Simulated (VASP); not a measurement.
# MgO (Fm-3m) in VASP: notebook, part 2 of 2

VASP 6.6.1. The steps go on from the part before.

## 3. Single point, PBE

File INCAR:

```
SYSTEM = MgO
PREC = Accurate ; ENCUT = 520
EDIFF = 1E-6 ; ISMEAR = 0
SIGMA = 0.012 ; LREAL = .FALSE.
LASPH = .TRUE. ; NELM = 60
ALGO = Normal ; ISIF = 2
LWAVE = .FALSE. ; LCHARG = .FALSE.
GGA = PE ; NBANDS = 11
```

File KPOINTS:

```
regular mesh
0
G
  11 11 11
  0 0 0
```

File POSCAR:

```
MgO
1.0
    0.0000000000      2.0970013927      2.0970013927
    2.0970013927      0.0000000000      2.0970013927
    2.0970013927      2.0970013927      0.0000000000
Mg O
1 1
Direct
    0.0000000000      0.0000000000      0.0000000000
    0.5000000000      0.5000000000      0.5000000000
```

Potentials or basis: VASP PAW PBE potentials, release 64 (Mg, O).

Command:

```console
$ cat potpaw_PBE.64/Mg/POTCAR potpaw_PBE.64/O/POTCAR > POTCAR
$ mpirun -np 1 vasp_std > vasp.out
```

OUTCAR:

```text
SYSTEM = MgO
   PREC = Accurate
   ENCUT = 520
   EDIFF = 1E-6
   ISMEAR = 0
   LREAL = .FALSE.
   LASPH = .TRUE.
   NELM = 60
   ISIF = 2
   GGA = PE

 ion  position               nearest neighbor table
   1  0.000  0.000  0.000-   2 2.10   2 2.10   2 2.10   2 2.10   2 2.10   2 2.10
   2  0.500  0.500  0.500-   1 2.10   1 2.10   1 2.10   1 2.10   1 2.10   1 2.10

  LATTYP: Found a face centered cubic cell.
 ALAT       =     4.1940027854

  Lattice vectors:

 A1 = (   0.0000000000,   2.0970013927,   2.0970013927)
 A2 = (   2.0970013927,   0.0000000000,   2.0970013927)
 A3 = (   2.0970013927,   2.0970013927,   0.0000000000)

Analysis of symmetry for initial positions (statically):
=====================================================================
 Subroutine PRICEL returns:
 Original cell was already a primitive cell.

 Routine SETGRP: Setting up the symmetry group for a
 face centered cubic supercell.

 Subroutine GETGRP returns: Found 48 space group operations
 (whereof 48 operations were pure point group operations)
 out of a pool of 48 trial point group operations.

The static configuration has the point symmetry O_h .

Analysis of symmetry for dynamics (positions and initial velocities):
=====================================================================
 Subroutine PRICEL returns:
 Original cell was already a primitive cell.

 Routine SETGRP: Setting up the symmetry group for a
 face centered cubic supercell.

 Subroutine GETGRP returns: Found 48 space group operations
 (whereof 48 operations were pure point group operations)
 out of a pool of 48 trial point group operations.

The dynamic configuration has the point symmetry O_h .

 Subroutine INISYM returns: Found 48 space group operations
 (whereof 48 operations are pure point group operations),
 and found     1 'primitive' translations

----------------------------------------------------------------------------------------

                                     Primitive cell

  volume of cell :      18.4428

  direct lattice vectors                    reciprocal lattice vectors
     0.000000000  2.097001393  2.097001393    -0.238435702  0.238435702  0.238435702
     2.097001393  0.000000000  2.097001393     0.238435702 -0.238435702  0.238435702
     2.097001393  2.097001393  0.000000000     0.238435702  0.238435702 -0.238435702

  length of vectors
     2.965607810  2.965607810  2.965607810     0.412982751  0.412982751  0.412982751

  position of ions in fractional coordinates (direct lattice)
     0.000000000  0.000000000  0.000000000
     0.500000000  0.500000000  0.500000000

  ion indices of the primitive-cell ions
   primitive index   ion index
                 1           1
                 2           2

----------------------------------------------------------------------------------------

 KPOINTS: regular mesh

Automatic generation of k-mesh.
 Grid dimensions read from file:
 generate k-points for:   11   11   11

 Generating k-lattice:

  Cartesian coordinates                     Fractional coordinates (reciprocal lattice)
    -0.021675973  0.021675973  0.021675973     0.090909091  0.000000000  0.000000000
[... 39 lines left out ...]
 -0.181818  0.181818  0.000000     12.000000
 [... further k-points ...]
   k-points           NKPTS =     56   k-points in BZ     NKDIM =     56   number of bands    NBANDS=     11
   number of dos      NEDOS =    301   number of ions     NIONS =      2
   total plane-waves  NPLWV =  13824
   dimension x,y,z NGX =    24 NGY =   24 NGZ =   24
   dimension x,y,z NGXF=    48 NGYF=   48 NGZF=   48
   ions per type =               1   1
   NGX,Y,Z   is equivalent  to a cutoff of  13.45, 13.45, 13.45 a.u.
   NGXF,Y,Z  is equivalent  to a cutoff of  26.91, 26.91, 26.91 a.u.
 SYSTEM =  MgO
   PREC   = accura    normal or accurate (medium, high low for compatibility)
   ISTART =      0    job   : 0-new  1-cont  2-samecut
   ICHARG =      2    charge: 1-file 2-atom 10-const
   ISPIN  =      1    spin polarized calculation?
   LNONCOLLINEAR =      F non collinear calculations
   LSORBIT =      F    spin-orbit coupling
   LASPH  =      T    aspherical Exc in radial PAW
   ENCUT  =  520.0 eV  38.22 Ry    6.18 a.u.   5.51  5.51  5.51*2*pi/ulx,y,z
   NELM   =     60;   NELMIN=  2; NELMDL= -5     # of ELM steps
   EDIFF  = 0.1E-05   stopping-criterion for ELM
   LREAL  =      F    real-space projection
   EDIFFG = 0.1E-04   stopping-criterion for IOM
   NSW    =      0    number of steps for IOM
   IBRION =     -1    ionic relax: 0-MD 1-quasi-New 2-CG
   NFREE  =      0    steps in history (QN), initial steepest desc. (CG)
   ISIF   =      2    stress and relaxation
   ISYM   =      2    0-nonsym 1-usesym 2-fastsym
   POTIM  = 0.5000    time-step for ionic-motion
   TEBEG  =    0.0;   TEEND  =   0.0 temperature during run
   PSTRESS=    0.0 pullay stress
   NELECT =       8.0000    total number of electrons
   NUPDOWN=      -1.0000    fix difference up-down
   EMIN   =  10.00;   EMAX   =-10.00  energy-range for DOS
   EFERMI =   0.00;   METHOD = LEGACY
   ISMEAR =     0;   SIGMA  =   0.01  broadening in eV -4-tet -1-fermi 0-gaus
   EFERMI_NEDOS =   21; number of points for ismear=-14 and -15
   IALGO  =     38    algorithm
   IMIX   =      4    mixing-type and parameters
     AMIX     =   0.40;   BMIX     =  1.00
     AMIX_MAG =   1.60;   BMIX_MAG =  1.00
  volume/ion in A,a.u.               =       9.22        62.23
  Fermi-wavevector in a.u.,A,eV,Ry     =   1.239261  2.341864 20.895389  1.535768
  Thomas-Fermi vector in A             =   2.373752
   LORBIT       =      0    0 simple, 1 ext, 2 COOP (PROOUT), +10 PAW based schemes
   GGA     = PE    functional components
   LHFCALC =     F    Hartree Fock is set to
   AEXX    =    0.0000 exact exchange contribution
   IVDW    =     0    specifies the selected vdW correction
   LEPSILON=     F    determine dielectric tensor
   LRPA    =     F    only Hartree local field effects (RPA)
 non-spin polarized calculation
 Gauss-broadening in eV      SIGMA  =   0.01
  energy-cutoff  :      520.00
  volume of cell :       18.44
 maximum number of plane-waves:       531
 NGX is ok and might be reduce to    24
   NGX = 11   NGY = 11   NGZ = 11

 number of electron       8.0000004 magnetization

 Free energy of the ion-electron system (eV)
  ---------------------------------------------------
  ext. energy  EPLUGINS =         0.00000000
  ---------------------------------------------------
  free energy    TOTEN  =       -11.89769122 eV

  energy without entropy =      -11.89769122  energy(sigma->0) =      -11.89769122

 E-fermi :   3.4352     XC(G=0): -11.1399

 val. band max:        3.2844925301   @ k =   0.0000   0.0000   0.0000
 cond. band min:       8.1373565285   @ k =   0.0000   0.0000   0.0000
 fundamental gap:      4.8528639984
 Fermi energy:         3.4351719095

 k-point     1 :       0.0000    0.0000    0.0000
  band No.  band energies     occupation
      1     -14.0457      2.00000
      2       3.2845      2.00000
      3       3.2845      2.00000
      4       3.2845      2.00000
      5       8.1374      0.00000
      6      19.1572      0.00000
      7      19.1572      0.00000
      8      19.1572      0.00000
      9      23.1080      0.00000
     10      24.8974      0.00000
     11      24.8974      0.00000
[... 309 lines left out ...]
 k-point    24 :      -0.1818    0.1818    0.0000
  band No.  band energies     occupation
      1     -13.2441      2.00000
      2       0.4003      2.00000
      3       2.1552      2.00000
      4       2.9025      2.00000
      5      11.4462      0.00000
      6      15.4013      0.00000
      7      18.9006      0.00000
      8      21.3903      0.00000
      9      21.4227      0.00000
     10      24.6943      0.00000
     11      28.0453      0.00000

 [... further k-points ...]

------------------------ aborting loop because EDIFF is reached ----------------------------------------

  FORCE on cell =-STRESS in cart. coord.  units (eV):
  Direction    XX          YY          ZZ          XY          YZ          ZX
  --------------------------------------------------------------------------------------
  -------------------------------------------------------------------------------------
  Total        0.7113038      0.7113038      0.7113038      0.0000000      0.0000000      0.0000000
  in kB       61.7930425     61.7930425     61.7930425      0.0000000      0.0000000      0.0000000
  external PRESSURE =      61.7930425 kB  Pullay stress =       0.0000000 kB

 VOLUME and BASIS-vectors are now :
 -----------------------------------------------------------------------------
  energy-cutoff  :      520.00
  volume of cell :       18.44
      direct lattice vectors                 reciprocal lattice vectors
     0.000000000  2.097001393  2.097001393    -0.238435702  0.238435702  0.238435702
     2.097001393  0.000000000  2.097001393     0.238435702 -0.238435702  0.238435702
     2.097001393  2.097001393  0.000000000     0.238435702  0.238435702 -0.238435702

 POSITION                                       TOTAL-FORCE (eV/Angst)
 -----------------------------------------------------------------------------------
      0.00000      0.00000      0.00000         0.000000      0.000000      0.000000
      2.09700      2.09700      2.09700         0.000000      0.000000      0.000000
 -----------------------------------------------------------------------------------
    total drift:                               -0.000000     -0.000000      0.000000

  FREE ENERGIE OF THE ION-ELECTRON SYSTEM (eV)
  ---------------------------------------------------
  free  energy   TOTEN  =       -11.8976912185 eV

  energy  without entropy=      -11.8976912185  energy(sigma->0) =      -11.89769122
```

stdout:

```text
POSCAR found type information on POSCAR MgO
 POSCAR found :  2 types and       2 ions
 scaLAPACK will be used
 LDA part: xc-table for (Slater+PW92), standard interpolation
 POSCAR, INCAR and KPOINTS ok, starting setup
 FFT: planning ... GRIDC
 FFT: planning ... GRID_SOFT
 FFT: planning ... GRID
 WAVECAR not read
 entering main loop
```

It took 5 s on 1 thread of Intel Xeon 6975P-C (Granite Rapids), shared host; peak memory 0.14 GiB.

Results:

```
Free energy            : -11.8977 eV
Pressure               : 6.2 GPa
Band gap on the k mesh : 4.85 eV, direct
```

PBE gaps usually lie below the measured ones, often by a third to a half.
